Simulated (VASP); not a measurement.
# WSe2 in VASP: further runs, part 2 of 2

VASP 6.6.1. The steps go on from the part before.

## (5) Single point, PBEsol (all Se atoms moved +0.025 Å, as atom 2 along Cartesian [1 1 0])

The input, INCAR:

```
SYSTEM = WSe2
PREC = Accurate ; ENCUT = 520
EDIFF = 1E-7 ; ISMEAR = 0
SIGMA = 0.05 ; LREAL = .FALSE.
LASPH = .TRUE. ; NELM = 100
ALGO = Normal ; ISIF = 2
LWAVE = .FALSE. ; LCHARG = .FALSE.
GGA = PS ; NBANDS = 20
```

The input, KPOINTS:

```
regular mesh
0
G
  9 9 2
  0 0 0
```

The input, POSCAR:

```
WSe2
1.0
    3.3179375931      0.0000000000      0.0000000000
   -1.6589687966      2.8734182438      0.0000000000
    0.0000000000      0.0000000000     16.6581424200
W Se
1 2
Direct
    0.0000000000      0.0000000000      0.0000000000
    0.3417373120      0.6728188060      0.0997865200
    0.3417373120      0.6728188060      0.9002134800
```

Potentials or basis: VASP PAW PBE potentials, release 64 (W_sv, Se).

On the command line:

```console
$ cat potpaw_PBE.64/W_sv/POTCAR potpaw_PBE.64/Se/POTCAR > POTCAR
$ mpirun -np 1 vasp_std > vasp.out
```

OUTCAR:

```text
SYSTEM = WSe2
   PREC = Accurate
   ENCUT = 520
   EDIFF = 1E-7
   ISMEAR = 0
   LREAL = .FALSE.
   LASPH = .TRUE.
   NELM = 100
   ISIF = 2
   GGA = PS

 ion  position               nearest neighbor table
   1  0.000  0.000  0.000-   2 2.52   3 2.52   2 2.54   3 2.54   2 2.55   3 2.55
   2  0.342  0.673  0.100-   1 2.52   1 2.54   1 2.55
   3  0.342  0.673  0.900-   1 2.52   1 2.54   1 2.55

  LATTYP: Found a hexagonal cell.
 ALAT       =     3.3179375931
 C/A-ratio  =     5.0206316281

  Lattice vectors:

 A1 = (   3.3179375931,   0.0000000000,   0.0000000000)
 A2 = (  -1.6589687966,   2.8734182438,   0.0000000000)
 A3 = (   0.0000000000,   0.0000000000,  16.6581424200)

Analysis of symmetry for initial positions (statically):
=====================================================================
 Subroutine PRICEL returns:
 Original cell was already a primitive cell.

 Routine SETGRP: Setting up the symmetry group for a
 hexagonal supercell.

 Subroutine GETGRP returns: Found  2 space group operations
 (whereof  2 operations were pure point group operations)
 out of a pool of 24 trial point group operations.

The static configuration has the point symmetry C_1h.

Analysis of symmetry for dynamics (positions and initial velocities):
=====================================================================
 Subroutine PRICEL returns:
 Original cell was already a primitive cell.

 Routine SETGRP: Setting up the symmetry group for a
 hexagonal supercell.

 Subroutine GETGRP returns: Found  2 space group operations
 (whereof  2 operations were pure point group operations)
 out of a pool of 24 trial point group operations.

The dynamic configuration has the point symmetry C_1h.

 Subroutine INISYM returns: Found  2 space group operations
 (whereof  2 operations are pure point group operations),
 and found     1 'primitive' translations

----------------------------------------------------------------------------------------

                                     Primitive cell

  volume of cell :     158.8158

  direct lattice vectors                    reciprocal lattice vectors
     3.317937593  0.000000000  0.000000000     0.301392046  0.174008779  0.000000000
    -1.658968797  2.873418244  0.000000000     0.000000000  0.348017558  0.000000000
     0.000000000  0.000000000 16.658142420     0.000000000  0.000000000  0.060030703

  length of vectors
     3.317937593  3.317937593 16.658142420     0.348017558  0.348017558  0.060030703

  position of ions in fractional coordinates (direct lattice)
     0.000000000  0.000000000  0.000000000
     0.341737312  0.672818806  0.099786520
     0.341737312  0.672818806  0.900213480

  ion indices of the primitive-cell ions
   primitive index   ion index
                 1           1
                 2           2
                 3           3

----------------------------------------------------------------------------------------

 KPOINTS: regular mesh

Automatic generation of k-mesh.
 Grid dimensions read from file:
 generate k-points for:    9    9    2

 Generating k-lattice:

  Cartesian coordinates                     Fractional coordinates (reciprocal lattice)
     0.033488005  0.019334309  0.000000000     0.111111111  0.000000000  0.000000000
     0.000000000  0.038668618  0.000000000     0.000000000  0.111111111  0.000000000
     0.000000000  0.000000000  0.030015351     0.000000000  0.000000000  0.500000000

  Length of vectors
     0.038668618  0.038668618  0.030015351

  Shift w.r.t. Gamma in fractional coordinates (k-lattice)
     0.000000000  0.000000000  0.000000000

 Subroutine IBZKPT returns following result:
 ===========================================

 Found     82 irreducible k-points:

 Following reciprocal coordinates:
            Coordinates               Weight
  0.000000  0.000000  0.000000      1.000000
  0.111111 -0.000000  0.000000      2.000000
  0.000000  0.111111  0.000000      2.000000
 -0.111111  0.111111  0.000000      2.000000
  0.222222  0.000000  0.000000      2.000000
  0.000000  0.222222  0.000000      2.000000
[... 16 lines left out ...]
  0.333333  0.111111  0.000000      2.000000
 -0.111111  0.444444  0.000000      2.000000
 [... further k-points ...]
   k-points           NKPTS =     82   k-points in BZ     NKDIM =     82   number of bands    NBANDS=     20
   number of dos      NEDOS =    301   number of ions     NIONS =      3
   total plane-waves  NPLWV =  98784
   dimension x,y,z NGX =    28 NGY =   28 NGZ =  126
   dimension x,y,z NGXF=    56 NGYF=   56 NGZF=  252
   ions per type =               1   2
   NGX,Y,Z   is equivalent  to a cutoff of  14.03, 14.03, 12.57 a.u.
   NGXF,Y,Z  is equivalent  to a cutoff of  28.06, 28.06, 25.15 a.u.
 SYSTEM =  WSe2
   PREC   = accura    normal or accurate (medium, high low for compatibility)
   ISTART =      0    job   : 0-new  1-cont  2-samecut
   ICHARG =      2    charge: 1-file 2-atom 10-const
   ISPIN  =      1    spin polarized calculation?
   LNONCOLLINEAR =      F non collinear calculations
   LSORBIT =      F    spin-orbit coupling
   LASPH  =      T    aspherical Exc in radial PAW
   ENCUT  =  520.0 eV  38.22 Ry    6.18 a.u.   6.17  6.17 30.97*2*pi/ulx,y,z
   NELM   =    100;   NELMIN=  2; NELMDL= -5     # of ELM steps
   EDIFF  = 0.1E-06   stopping-criterion for ELM
   LREAL  =      F    real-space projection
   EDIFFG = 0.1E-05   stopping-criterion for IOM
   NSW    =      0    number of steps for IOM
   IBRION =     -1    ionic relax: 0-MD 1-quasi-New 2-CG
   NFREE  =      0    steps in history (QN), initial steepest desc. (CG)
   ISIF   =      2    stress and relaxation
   ISYM   =      2    0-nonsym 1-usesym 2-fastsym
   POTIM  = 0.5000    time-step for ionic-motion
   TEBEG  =    0.0;   TEEND  =   0.0 temperature during run
   PSTRESS=    0.0 pullay stress
   NELECT =      26.0000    total number of electrons
   NUPDOWN=      -1.0000    fix difference up-down
   EMIN   =  10.00;   EMAX   =-10.00  energy-range for DOS
   EFERMI =   0.00;   METHOD = LEGACY
   ISMEAR =     0;   SIGMA  =   0.05  broadening in eV -4-tet -1-fermi 0-gaus
   EFERMI_NEDOS =   21; number of points for ismear=-14 and -15
   IALGO  =     38    algorithm
   IMIX   =      4    mixing-type and parameters
     AMIX     =   0.40;   BMIX     =  1.00
     AMIX_MAG =   1.60;   BMIX_MAG =  1.00
  volume/ion in A,a.u.               =      52.94       357.25
  Fermi-wavevector in a.u.,A,eV,Ry     =   0.895574  1.692389 10.912587  0.802053
  Thomas-Fermi vector in A             =   2.017923
   LORBIT       =      0    0 simple, 1 ext, 2 COOP (PROOUT), +10 PAW based schemes
   GGA     = PS    functional components
   LHFCALC =     F    Hartree Fock is set to
   AEXX    =    0.0000 exact exchange contribution
   IVDW    =     0    specifies the selected vdW correction
   LEPSILON=     F    determine dielectric tensor
   LRPA    =     F    only Hartree local field effects (RPA)
 non-spin polarized calculation
 Gauss-broadening in eV      SIGMA  =   0.05
  energy-cutoff  :      520.00
  volume of cell :      158.82
 maximum number of plane-waves:      4298
 NGX is ok and might be reduce to    28
   NGX = 13   NGY = 13   NGZ = 61

 number of electron      25.9999999 magnetization

 Free energy of the ion-electron system (eV)
  ---------------------------------------------------
  ext. energy  EPLUGINS =         0.00000000
  ---------------------------------------------------
  free energy    TOTEN  =       -23.21289878 eV

  energy without entropy =      -23.21289878  energy(sigma->0) =      -23.21289878

 E-fermi :  -0.5333     XC(G=0):  -4.7780

 val. band max:       -0.9719714402   @ k =   0.3333   0.3333   0.0000
 cond. band min:       0.5432686950   @ k =   0.3333   0.3333   0.5000
 fundamental gap:      1.5152401352
 Fermi energy:        -0.5332676031

 k-point     1 :       0.0000    0.0000    0.0000
  band No.  band energies     occupation
      1     -74.9724      2.00000
      2     -39.2023      2.00000
      3     -39.0990      2.00000
      4     -39.0935      2.00000
      5     -15.7125      2.00000
      6     -14.4159      2.00000
[... 12 lines left out ...]
     19       4.1023      0.00000
[... 513 lines left out ...]
      4     -39.1575      2.00000
      5     -14.0076      2.00000
      6     -13.5854      2.00000
[... 12 lines left out ...]
     19       6.0526      0.00000
     20       6.4391      0.00000

 [... further k-points ...]

------------------------ aborting loop because EDIFF is reached ----------------------------------------

  FORCE on cell =-STRESS in cart. coord.  units (eV):
  Direction    XX          YY          ZZ          XY          YZ          ZX
  --------------------------------------------------------------------------------------
  -------------------------------------------------------------------------------------
  Total       -1.1416341     -1.3906421     -0.2303540      0.1237670      0.0000000      0.0000000
  in kB      -11.5171203    -14.0291808     -2.3238747      1.2485961      0.0000000      0.0000000
  external PRESSURE =      -9.2900586 kB  Pullay stress =       0.0000000 kB

 VOLUME and BASIS-vectors are now :
 -----------------------------------------------------------------------------
  energy-cutoff  :      520.00
  volume of cell :      158.82
      direct lattice vectors                 reciprocal lattice vectors
     3.317937593  0.000000000  0.000000000     0.301392046  0.174008779  0.000000000
    -1.658968797  2.873418244  0.000000000     0.000000000  0.348017558  0.000000000
     0.000000000  0.000000000 16.658142420     0.000000000  0.000000000  0.060030703

 POSITION                                       TOTAL-FORCE (eV/Angst)
 -----------------------------------------------------------------------------------
      0.00000      0.00000      0.00000         0.327131      0.323924      0.000000
      0.01768      1.93329      1.66226        -0.163566     -0.161962     -0.065702
      0.01768      1.93329     14.99588        -0.163566     -0.161962      0.065702
 -----------------------------------------------------------------------------------
    total drift:                                0.000010      0.000011      0.000000

  FREE ENERGIE OF THE ION-ELECTRON SYSTEM (eV)
  ---------------------------------------------------
  free  energy   TOTEN  =       -23.2128987839 eV

  energy  without entropy=      -23.2128987839  energy(sigma->0) =      -23.21289878
```

stdout:

```text
POSCAR found type information on POSCAR W Se
 POSCAR found :  2 types and       3 ions
 scaLAPACK will be used
 -----------------------------------------------------------------------------
|                                                                             |
|                                                                             |
|     You enforced a specific xc type in the INCAR file but a different       |
|     I HOPE YOU KNOW WHAT YOU ARE DOING!                                     |
|                                                                             |
 -----------------------------------------------------------------------------

 LDA part: xc-table for (Slater+PW92), standard interpolation
 POSCAR, INCAR and KPOINTS ok, starting setup
 FFT: planning ... GRIDC
 FFT: planning ... GRID_SOFT
 FFT: planning ... GRID
 WAVECAR not read
 entering main loop
```

Run time: 12 min. Hardware: 1 thread of Intel Xeon 8259CL, shared host; peak memory 0.47 GiB.

What came out:

| Item | Value |
| --- | --- |
| Free energy | -23.2129 eV |
| Largest force | 0.460 eV/Å |
| Band gap on the k mesh | 1.52 eV |

Forces on the atoms (eV/Å):
```
W    0.327  0.324  0.000
Se  -0.164 -0.162 -0.066
Se  -0.164 -0.162  0.066
```

Levels at points of the mesh, in eV from the valence-band top:
| k point | band 11 | band 12 | band 13 | band 14 | band 15 | band 16 |
| --- | --- | --- | --- | --- | --- | --- |
| (0.00, 0.00, 0.00) | -1.37 | -1.17 | -0.26 | 2.81 | 3.05 | 3.09 |
| (0.00, 0.00, 0.50) | -1.37 | -1.17 | -0.26 | 2.81 | 3.05 | 3.09 |

Caveat: the cell differs from its parent crystal (all Se atoms moved +0.025 Å, as atom 2 along Cartesian [1 1 0]); the PAW data sets were made with another functional, which shifts forces and pressure a little; spin-orbit coupling is left out, which moves the levels of the heavy elements.

## (6) The runs side by side

```csv
cell,gap on the mesh (eV),largest force (eV/Å)
"as given, atomic positions A",1.51,1.79
"as given, atomic positions B",1.51,1.39
"as given, atomic positions C",1.51,0.91
"as given, atomic positions D",1.52,0.46
```

Alike in all rows: task single point; level PBEsol; potentials or basis VASP PAW PBE potentials, release 64 (W_sv, Se); no spin polarisation; k mesh 9 × 9 × 2; cutoff (eV) 520; smearing gaussian 0.05 eV.

Caveats: the PAW data sets were made with another functional, which shifts forces and pressure a little; spin-orbit coupling is left out, which moves the levels of the heavy elements.

Absolute energies hang on the potentials; compare differences alone.
